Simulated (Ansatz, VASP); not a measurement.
Co: VASP beside Ansatz

INCAR

```
PREC = Accurate ; ENCUT = 520
EDIFF = 1E-6 ; ISMEAR = -1
SIGMA = 0.05 ; LREAL = F
LASPH = T ; NELM = 150
ALGO = Normal ; ISIF = 2
LWAVE = F ; LCHARG = F
ISPIN = 2 ; MAGMOM = -1.614 -1.614
LORBIT = 11 ; LMAXMIX = 4
GGA = PS ; NBANDS = 20
```

KPOINTS

```
regular mesh
0
Gamma
  14 14 14
```

Contents of POSCAR:

```
Co
1.0
    0.0000000000      2.2770836562      2.2770836562
    2.2770836562      0.0000000000      2.2770836562
    2.2770836562      2.2770836562      0.0000000000
Co
2
Direct
    0.0000000000      0.0000000000      0.0000000000
    0.5000000000      0.5000000000      0.5000000000
```

Input for Ansatz:

```yaml
crystal:
  lattice:
    - [0.0, 2.2770836562, 2.2770836562]
    - [2.2770836562, 0.0, 2.2770836562]
    - [2.2770836562, 2.2770836562, 0.0]
  atoms:
    - { symbol: Co, position: [0.0, 0.0, 0.0], spin: -1.614 }
    - { symbol: Co, position: [0.5, 0.5, 0.5], spin: -1.614 }
hamiltonian:
  xc: pbesol
  pseudopotentials:
    kind: paw
    azcp:
      Co: "pseudopotentials/Co.paw.azcp"
basis:
  ecutwfc: 420
  fft_grid_basis: typed
kpoints:
  mp_grid: { grid: [14, 14, 14], shift: [0, 0, 0] }
magnetization:
  spin_polarized: true
scf:
  occupations: { method: fermi_dirac, width: 0.05 }
  lower_state_search: "off"
output:
  stress: true
```

Alike in both runs: task single point; functional PBEsol; k mesh 14 × 14 × 14; occupations fermi-dirac, width 0.05 eV; collinear spin.

|  | VASP | Ansatz |
| --- | --- | --- |
| version | VASP 6.6.1 | Ansatz 0.2.0 |
| potentials or method | VASP PAW PBE potentials, release 64 (Co), cutoff 520 eV | plane waves (420 eV) with PAW, scalar-relativistic |
| valence electrons in the cell | 18 | 34 |

Ansatz gave:

```
pressure (GPa)                                                : 3.7
net moment per atom (μB)                                      : 1.71
size of the moment on the site where the two differ most (μB) : 1.71
```

**Question.** Estimate VASP's values.

**Answer.** Pressure (GPa): 2.7; net moment per atom (μB): 1.70; size of the moment on the site where the two differ most (μB): 1.69.

VASP's potentials were made for PBE, not for PBEsol, and Ansatz warns of the same on its side. Site moments also hang on the region over which each program counts them. VASP's potentials hold 18 valence electrons a cell and Ansatz's 34, so a difference there can come from the potentials and not from the codes.
